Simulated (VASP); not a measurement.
Here is a VASP 6.6.1 calculation.

File INCAR:

```
ALGO = Normal
DIPOL = 0.5 0.5 0.500
EDIFF = 1E-6
EFIELD = -0.5
ENCUT = 520
GGA = PE
IDIPOL = 3
ISIF = 2
ISMEAR = -1
LASPH = True
LCHARG = False
LDIPOL = True
LREAL = False
LWAVE = False
NBANDS = 14
NELM = 80
PREC = Accurate
SIGMA = 0.05
```

Contents of KPOINTS:

```
k-points
0
Gamma
  10 10 1
```

The input POSCAR:

```
Sb
1.0
    3.3880510193      0.0000000000      0.0000000000
    0.0000000000      3.3880510193      0.0000000000
    0.0000000000      0.0000000000     20.7914000000
Sb
3
Direct
    0.0000000000      0.0000000000      0.3909167307
    0.5000000000      0.5000000000      0.5000000036
    0.0000000000      0.0000000000      0.6090832657
```

Potentials or basis: VASP PAW PBE potentials, release 64 (Sb).

Command:

```sh
$ cat potpaw_PBE.64/Sb/POTCAR > POTCAR
$ mpirun -np 1 vasp_std > vasp.out
```

Task: What does it give for the band gap on the k mesh?

Result: Zero (an odd number of electrons rules out a gap without spin polarisation).

Task: What does it give for the largest force?

Result: 0.025 eV/Å.

Forces in eV/Å, atoms in the order of the input:
```
Sb   0.000  0.000 -0.007
Sb   0.000  0.000  0.025
Sb   0.000  0.000 -0.019
```

Caveat: spin-orbit coupling is left out, which moves the levels of the heavy elements.
